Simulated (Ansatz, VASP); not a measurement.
**TiSi2: VASP beside Ansatz**

```xyz
6
Lattice="1.7607 -7.2935 0.0000 1.7607 7.2935 0.0000 0.0000 0.0000 3.5530" Properties=species:S:1:pos:R:3 pbc="T T T"
Ti    1.7607   -5.7882    2.6647
Ti    1.7607    5.7882    0.8882
Si    1.7607   -0.8626    2.6647
Si    1.7607    0.8626    0.8882
Si    1.7607    3.6492    2.6647
Si    1.7607   -3.6492    0.8882
```

Change from the starting cell: volume 15.209 Å^3 an atom, stretch along b over the lengths across it, relative to the relaxed cell 1.0835.

Alike in both runs: task single point; functional PBE; k mesh 12 × 12 × 12; occupations gaussian, width 0.15 eV; no spin polarisation.

```csv
,VASP,Ansatz
version,VASP 6.6.1,Ansatz 0.2.0
potentials or method,"VASP PAW PBE potentials, release 64 (Ti_sv, Si), cutoff 520 eV","scalar-relativistic, plane waves, PAW"
valence electrons in the cell,40,40
```

Ansatz gave:

- gap on the k mesh at the Fermi level (eV): none
- pressure (GPa): -5.0
- traceless stress, the component that is largest in VASP (GPa): -8.10
- rms of the force components (eV/Å): 0.258

Task: What did VASP give for the same quantities?

Result: gap on the k mesh at the Fermi level (eV): none; pressure (GPa): -5.0; traceless stress, the component that is largest in VASP (GPa): -8.11; rms of the force components (eV/Å): 0.260.

Atom by atom the forces differ by 0.003 eV/Å (rms over components). A gap of «none» marks a metal or a gap that the smearing closes.
